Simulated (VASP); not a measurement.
# LiSi16 (a cell with a defect) in VASP: a series of runs, part 2 of 3

VASP 6.6.1. The steps go on from the part before.

## 3. Single point, PBE+D3(BJ), collinear spin, zero start

Contents of INCAR:

```
ALGO     = Normal         # electronic algorithm
EDIFF    = 1E-6           # SCF threshold, eV
ENCUT    = 520            # plane-wave cutoff, eV
GGA      = PE             # functional
ISIF     = 2              # what is computed and relaxed
ISMEAR   = 0              # smearing method
ISPIN    = 2              # spin polarisation
IVDW     = 12             # dispersion correction
LASPH    = True           # aspherical terms in the spheres
LCHARG   = False          # write CHGCAR
LORBIT   = 11             # projections on sites
LREAL    = Auto         
LWAVE    = False          # write WAVECAR
MAGMOM   = 0 0 0 0 0 0 0 0 0 0 0 0 0 0 0 0 0 # initial moments
NBANDS   = 52             # bands
NELM     = 150            # most SCF steps
PREC     = Accurate       # precision mode
SIGMA    = 0.05           # smearing width, eV
```

Contents of KPOINTS:

```
k-points
0
Gamma
  2 2 2
```

Contents of POSCAR:

```
LiSi16
1.0
    0.0000000000      5.4300000000      5.4300000000
    5.4300000000      0.0000000000      5.4300000000
    5.4300000000      5.4300000000      0.0000000000
Si Li
16 1
Direct
    0.0070596685     -0.0222801105      0.0077773481
    0.1200755985      0.1219389503      0.1207783610
   -0.0175179558      0.0047115101      0.5065678637
    0.1200689687      0.1219409761      0.6375422652
   -0.0001108656      0.4954500921      0.0005858195
    0.1310604052      0.6057329650      0.1317670350
   -0.0001136280      0.4954508287      0.5044020258
    0.1189867403      0.6292077348      0.6260650092
    0.5058597606      0.0047002762     -0.0167960405
    0.6368226519      0.1219377532      0.1207819521
    0.5058586556      0.0047069061      0.5065647330
    0.6164337017      0.1495918969      0.6171535912
    0.5036967772      0.4954496317      0.0005879374
    0.6253674954      0.6291995396      0.1196892265
    0.4926953039      0.5208323204      0.4933988029
    0.6253651934      0.6292040516      0.6260659300
    0.3341015654      0.9965516575      0.3348470534
```

Potentials or basis: VASP PAW PBE potentials, release 64 (Si, Li_sv).

Launch:

```bash
> cat potpaw_PBE.64/Si/POTCAR potpaw_PBE.64/Li_sv/POTCAR > POTCAR
> mpirun -np 1 vasp_std > vasp.out
```

OUTCAR:

```text
EDIFF = 1E-6
   ENCUT = 520
   GGA = PE
   ISIF = 2
   ISMEAR = 0
   ISPIN = 2
   IVDW = 12
   LASPH = True
   LORBIT = 11
   LREAL = Auto
   NELM = 150
   PREC = Accurate
 IVDW          = 12

 ion  position               nearest neighbor table
   1  0.007  0.978  0.008-   4 2.33   2 2.33  10 2.33   6 2.33
   2  0.120  0.122  0.121-   1 2.33   5 2.34   9 2.42   3 2.42  17 2.42
   3  0.982  0.005  0.507-  12 2.30  17 2.32   8 2.36   2 2.42   4 2.42
   4  0.120  0.122  0.638-   1 2.33   7 2.34  11 2.42   3 2.42  17 2.42
   5  1.000  0.495  0.001-   6 2.34   2 2.34   8 2.35  14 2.35
   6  0.131  0.606  0.132-   1 2.33   7 2.34   5 2.34  13 2.34
   7  1.000  0.495  0.504-   6 2.34   4 2.34   8 2.35  16 2.35
   8  0.119  0.629  0.626-  15 2.35   7 2.35   5 2.35   3 2.36
   9  0.506  0.005  0.983-  12 2.30  17 2.32  14 2.36  10 2.42   2 2.42
  10  0.637  0.122  0.121-   1 2.33  13 2.34   9 2.42  11 2.42  17 2.42
  11  0.506  0.005  0.507-  12 2.30  17 2.32  16 2.36  10 2.42   4 2.42
  12  0.616  0.150  0.617-   3 2.30  11 2.30   9 2.30  15 2.33
  13  0.504  0.495  0.001-   6 2.34  10 2.34  14 2.35  16 2.35
  14  0.625  0.629  0.120-  15 2.35   5 2.35  13 2.35   9 2.36
  15  0.493  0.521  0.493-  12 2.33   8 2.35  16 2.35  14 2.35
  16  0.625  0.629  0.626-  15 2.35   7 2.35  13 2.35  11 2.36
  17  0.334  0.997  0.335-   3 2.32  11 2.32   9 2.32   4 2.42   2 2.42  10 2.42

  LATTYP: Found a face centered cubic cell.
 ALAT       =    10.8600000000

  Lattice vectors:

 A1 = (   0.0000000000,   5.4300000000,   5.4300000000)
 A2 = (   5.4300000000,   0.0000000000,   5.4300000000)
 A3 = (   5.4300000000,   5.4300000000,   0.0000000000)

Analysis of symmetry for initial positions (statically):
=====================================================================
 Subroutine PRICEL returns:
 Original cell was already a primitive cell.

 Routine SETGRP: Setting up the symmetry group for a
 face centered cubic supercell.

 Subroutine GETGRP returns: Found  1 space group operations
 (whereof  1 operations were pure point group operations)
 out of a pool of 48 trial point group operations.

The static configuration has the point symmetry C_1 .

Analysis of symmetry for dynamics (positions and initial velocities):
=====================================================================
 Subroutine PRICEL returns:
 Original cell was already a primitive cell.

 Routine SETGRP: Setting up the symmetry group for a
 face centered cubic supercell.

 Subroutine GETGRP returns: Found  1 space group operations
 (whereof  1 operations were pure point group operations)
 out of a pool of 48 trial point group operations.

The dynamic configuration has the point symmetry C_1 .

Analysis of structural, dynamic, and magnetic symmetry:
=====================================================================
 Subroutine PRICEL returns:
 Original cell was already a primitive cell.

 Routine SETGRP: Setting up the symmetry group for a
 face centered cubic supercell.

 Subroutine GETGRP returns: Found  1 space group operations
 (whereof  1 operations were pure point group operations)
 out of a pool of 48 trial point group operations.

The overall configuration has the point symmetry C_1 .

 Subroutine INISYM returns: Found  1 space group operations
 (whereof  1 operations are pure point group operations),
 and found     1 'primitive' translations

----------------------------------------------------------------------------------------

                                     Primitive cell

  volume of cell :     320.2060

  direct lattice vectors                    reciprocal lattice vectors
[... 121 lines left out ...]
  volume/ion in A,a.u.               =      18.84       127.11
  Fermi-wavevector in a.u.,A,eV,Ry     =   0.971904  1.836632 12.852022  0.944597
  Thomas-Fermi vector in A             =   2.102159
   LORBIT       =     11    0 simple, 1 ext, 2 COOP (PROOUT), +10 PAW based schemes
   GGA     = PE    functional components
   LHFCALC =     F    Hartree Fock is set to
   AEXX    =    0.0000 exact exchange contribution
   IVDW    =    12    specifies the selected vdW correction
   LEPSILON=     F    determine dielectric tensor
   LRPA    =     F    only Hartree local field effects (RPA)
 spin polarized calculation
 Gauss-broadening in eV      SIGMA  =   0.05
  energy-cutoff  :      520.00
  volume of cell :      320.21
 maximum number of plane-waves:      8646
 NGX is ok and might be reduce to    60
   NGX = 29   NGY = 29   NGZ = 29

 number of electron      67.0000000 magnetization       0.0001296

 number of electron      67.0000000 magnetization      -0.0000020

 Free energy of the ion-electron system (eV)
  ---------------------------------------------------
  ext. energy  EPLUGINS =         0.00000000
  ---------------------------------------------------
  free energy    TOTEN  =       -86.49523565 eV

  energy without entropy =      -86.48786383  energy(sigma->0) =      -86.49154974

 E-fermi :   6.6827     XC(G=0):  -9.5282

 val. band max:        6.6821745796   @ k =   0.0000   0.0000   0.0000
 cond. band min:       6.8140738469   @ k =   0.0000   0.0000   0.0000
 fundamental gap:      0.1318992673
 Fermi energy:         6.6827265231

 spin component 1

 k-point     1 :       0.0000    0.0000    0.0000
  band No.  band energies     occupation
      1     -40.2753      1.00000
      2      -5.9702      1.00000
      3      -3.7390      1.00000
      4      -3.6507      1.00000
      5      -3.6507      1.00000
      6      -3.6230      1.00000
[... 373 lines left out ...]
     44      10.2215      0.00000
     45      10.2519      0.00000
 Fermi energy:         6.6827265231

 spin component 2

 k-point     1 :       0.0000    0.0000    0.0000
  band No.  band energies     occupation
      1     -40.2753      1.00000
      2      -5.9702      1.00000
      3      -3.7390      1.00000
      4      -3.6507      1.00000
      5      -3.6507      1.00000
      6      -3.6230      1.00000
[... 373 lines left out ...]
     44      10.2215      0.00000
     45      10.2519      0.00000
 [bands above 45 left out]

------------------------ aborting loop because EDIFF is reached ----------------------------------------

 Edisp (eV)   -5.45827

 E8    (eV) :    -2.2618

  FORCE on cell =-STRESS in cart. coord.  units (eV):
  Direction    XX          YY          ZZ          XY          YZ          ZX
  --------------------------------------------------------------------------------------
  -------------------------------------------------------------------------------------
  Total       2.21080     2.20643     2.20654     0.81048     0.81211    -0.81151
  in kB      11.06194    11.04008    11.04061     4.05531     4.06347    -4.06044
  external pressure =       11.05 kB  Pullay stress =        0.00 kB

 VOLUME and BASIS-vectors are now :
 -----------------------------------------------------------------------------
  energy-cutoff  :      520.00
  volume of cell :      320.21
      direct lattice vectors                 reciprocal lattice vectors
     0.000000000  5.430000000  5.430000000    -0.092081031  0.092081031  0.092081031
     5.430000000  0.000000000  5.430000000     0.092081031 -0.092081031  0.092081031
     5.430000000  5.430000000  0.000000000     0.092081031  0.092081031 -0.092081031

 POSITION                                       TOTAL-FORCE (eV/Angst)
 -----------------------------------------------------------------------------------
      5.35125      0.08057      5.34735         0.011701     -0.011806      0.010761
      1.31796      1.30784      1.31414         0.037173     -0.009101      0.035982
      2.77625      8.08554      5.36046         0.020683     -0.020855      0.006585
      4.12399      4.11383      1.31411         0.009235     -0.036479      0.036149
      2.69347      5.43258      8.11969         0.029969     -0.019043      0.031206
      4.00463      1.42715      4.00079         0.011356     -0.011114      0.011475
[... 9 lines left out ...]
      6.81612      6.79527      6.81231         0.031629      0.009067      0.031827
      7.22950      3.63239      7.22545        -0.341879      0.341983     -0.342983
 -----------------------------------------------------------------------------------
    total drift:                                0.002303     -0.004668      0.004851

  FREE ENERGIE OF THE ION-ELECTRON SYSTEM (eV)
  ---------------------------------------------------
  free  energy   TOTEN  =       -91.9535070487 eV

  energy  without entropy=      -91.9461352227  energy(sigma->0) =      -91.94982114

 total charge

# of ion       s       p       d       tot
------------------------------------------
    1        0.741   0.962   0.000   1.703
    2        0.743   0.950   0.000   1.692
    3        0.747   0.957   0.000   1.704
    4        0.743   0.950   0.000   1.692
    5        0.741   0.955   0.000   1.696
    6        0.737   0.963   0.000   1.700
[... 9 lines left out ...]
   16        0.740   0.951   0.000   1.691
   17        2.040   0.108   0.000   2.148
--------------------------------------------------
tot         13.905  15.408   0.000  29.313

 magnetization (x)

# of ion       s       p       d       tot
------------------------------------------
    1        0.000   0.000   0.000   0.000
    2       -0.000  -0.000   0.000  -0.000
    3        0.000   0.000   0.000   0.000
    4       -0.000  -0.000   0.000  -0.000
    5        0.000   0.000   0.000   0.000
    6       -0.000  -0.000   0.000  -0.000
[... 9 lines left out ...]
   16       -0.000   0.000   0.000   0.000
   17       -0.000   0.000   0.000  -0.000
--------------------------------------------------
tot         -0.000  -0.000   0.000  -0.000
```

Wall time 7.5 min (1 thread of Intel Xeon Platinum 8259CL at 2.50GHz (Skylake/Cascade Lake), shared host); peak memory 0.7 GiB.

Results:

```yaml
Free_energy: -91.9535 eV
Largest_force: 0.593 eV/Å
Net_moment: 0.00 μB per cell
Valence_electrons_inside_the_program's_atomic_spheres: Si 1.70, 1.69, 1.71 (each value once); Li 2.15
Dispersion_energy_per_atom: -0.321 eV
```

Forces in eV/Å, atoms in the order of the input:
```
Si   0.012 -0.012  0.011
Si   0.037 -0.009  0.036
Si   0.021 -0.021  0.007
Si   0.009 -0.036  0.036
Si   0.030 -0.019  0.031
Si   0.011 -0.011  0.011
Si   0.019 -0.030  0.031
Si   0.031 -0.032 -0.009
Si   0.008 -0.020  0.020
Si   0.037 -0.037  0.009
Si   0.020 -0.007  0.021
Si   0.050 -0.051  0.052
Si   0.030 -0.031  0.019
Si  -0.009 -0.032  0.032
Si   0.004 -0.004  0.004
Si   0.032  0.009  0.032
Li  -0.342  0.342 -0.343
```

Caveat: the k points lie up to 0.50 Å⁻¹ apart; the cutoff is under 1.25 times the usual one of these potentials, so pressure, stress and relaxed cells hold a basis-set (Pulay) error; no moment was typed at the start, so none could form.

(Part 2 of 3 ends here.)
